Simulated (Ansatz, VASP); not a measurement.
**One calculation of Mg, two programs**

```xyz
1
Lattice="0.0000 2.1400 2.1400 2.1400 0.0000 2.1400 2.1400 2.1400 0.0000" Properties=species:S:1:pos:R:3 pbc="T T T"
Mg    0.0000    0.0000    0.0000
```

Change from the starting cell: volume scaled by 0.9, LAPW.

Alike in both runs: task single point; functional LDA; k mesh 16 × 16 × 16; occupations fermi-dirac, width 0.05 eV; no spin polarisation.

```csv
,VASP,Ansatz
version,VASP 6.6.1,Ansatz 0.2.0
potentials or method,"VASP PAW LDA potentials, release 64 (Mg), cutoff 520 eV","all-electron LAPW, scalar-relativistic"
```

Ansatz gave:

| Property | Result |
| --- | --- |
| pressure (GPa) | 5.1 |

Question: Estimate VASP's values.

Answer: Pressure (GPa): 4.7.

LDA's correlation is that of Perdew and Zunger in VASP and of Perdew and Wang (1992) in Ansatz. Ansatz ran all-electron here, and VASP with PAW potentials.
